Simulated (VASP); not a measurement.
Input of a VASP 6.6.1 run:

File INCAR:

```
  PREC = Accurate
  ENCUT = 520
  EDIFF = 1E-6
  ISMEAR = -1
  SIGMA = 0.05
  LREAL = Auto
  LASPH = True
  NELM = 150
  ALGO = Normal
  ISIF = 2
  LWAVE = False
  LCHARG = False
  ISPIN = 2
  MAGMOM = 0 0 0 0 0 0 0 0 0 0 0 0 0 0 0 0 0
  LORBIT = 11
  GGA = PE
  IVDW = 12
  NBANDS = 52
```

KPOINTS

```
regular mesh
0
Gamma
  2 2 2
```

POSCAR

```
Si16B
1.0
    0.0000000000      5.4300000000      5.4300000000
    5.4300000000      0.0000000000      5.4300000000
    5.4300000000      5.4300000000      0.0000000000
Si B
16 1
Direct
   -0.0125690608      0.0217771639      0.0074125230
    0.1426427256      0.1380939227      0.0983701657
    0.0421546961      0.0032228361      0.4810681400
    0.1392081031      0.1393554328      0.6246777164
   -0.0100460405      0.5099539595     -0.0219797422
    0.1063720074      0.6685267035      0.0821915285
   -0.0055709024      0.5195672192      0.4726795580
    0.1218324125      0.6441160221      0.6161786372
    0.4999355433      0.0376335175     -0.0201749540
    0.6211418048      0.2137200737      0.0640331492
    0.5228913444      0.0563535912      0.4486924494
    0.6388950276      0.1510128913      0.6153591160
    0.4750828729      0.5677163904     -0.0157090239
    0.6239502762      0.6601933702      0.1033241252
    0.5019521179      0.5231675875      0.4955985267
    0.6256537753      0.6578453039      0.5994106814
    0.8377992634      0.8486832413      0.4359208103
```

Potentials or basis: VASP PAW PBE potentials, release 64 (Si, B).

Launch:

```sh
$ cat potpaw_PBE.64/Si/POTCAR potpaw_PBE.64/B/POTCAR > POTCAR
$ mpirun -np 1 vasp_std > vasp.out
```

(1) What does it give for the net moment?

(2) Predict the largest force.

(3) Predict the dispersion energy per atom.

(4) What does it give for the pressure?

Answers

(1) 0.00 μB per cell.

(2) 2.067 eV/Å.

(3) -0.314 eV.

(4) 0.1 GPa.

Caveat: the k points lie up to 0.50 Å⁻¹ apart; no moment was typed at the start, so none could form.
